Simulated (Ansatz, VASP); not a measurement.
Rh: VASP beside Ansatz

File POSCAR:

```
Rh
1.0
    0.0000000000      1.9008071574      1.9008071574
    1.9008071574      0.0000000000      1.9008071574
    1.9008071574      1.9008071574      0.0000000000
Rh
1
Direct
    0.0000000000      0.0000000000      0.0000000000
```

Contents of INCAR.step1:

```
SYSTEM = Rh
PREC = Accurate
ENCUT = 680
ISMEAR = -1
SIGMA = 0.3
LREAL = .False.
LASPH = .True.
NELM = 120
NBANDS = 14
GGA = PE
ALGO = Normal
EDIFF = 1E-5
LWAVE = .True.
LCHARG = .False.
GGA_COMPAT = .False.
```

File INCAR.step2:

```
SYSTEM = Rh
PREC = Accurate
ENCUT = 680
EDIFF = 1E-6
ISMEAR = -1
SIGMA = 0.3
LREAL = .False.
LASPH = .True.
NELM = 120
ALGO = Normal
ISIF = 2
LWAVE = .False.
LCHARG = .True.
METAGGA = R2SCAN
LMIXTAU = .True.
LELF = .True.
LVHAR = .True.
NBANDS = 14
ISTART = 1
GGA_COMPAT = .False.
```

Contents of KPOINTS:

```
regular mesh
0
Gamma
  14 14 14
  0 0 0
```

Input for Ansatz:

```yaml
crystal:
  lattice:
    - [0.0, 1.9008071574, 1.9008071574]
    - [1.9008071574, 0.0, 1.9008071574]
    - [1.9008071574, 1.9008071574, 0.0]
  atoms:
    - { symbol: Rh, position: [0.0, 0.0, 0.0] }
hamiltonian:
  xc: r2scan
  pseudopotentials:
    kind: paw
    azcp:
      Rh: "pseudopotentials/Rh.paw.azcp"
basis:
  ecutwfc: 500
  fft_grid_basis: typed
kpoints:
  mp_grid: { grid: [14, 14, 14], shift: [0, 0, 0] }
magnetization:
  spin_polarized: false
scf:
  occupations: { method: fermi_dirac, width: 0.3 }
  lower_state_search: "off"
output:
  stress: true
```

Alike in both runs: task single point; functional r2SCAN; k mesh 14 × 14 × 14; occupations fermi-dirac, width 0.3 eV; no spin polarisation.

|  | VASP | Ansatz |
| --- | --- | --- |
| version | VASP 6.6.1 | Ansatz 0.2.0 |
| potentials or method | VASP PAW PBE potentials, release 64 (Rh_sv_GW), cutoff 680 eV | plane waves (500 eV) with PAW, scalar-relativistic |
| valence electrons in the cell | 17 | 17 |

```tsv
	VASP	Ansatz	Ansatz less VASP
pressure (GPa)	3.3	3.3	-0.06
```

VASP's potentials were made for PBE, not for r2SCAN.
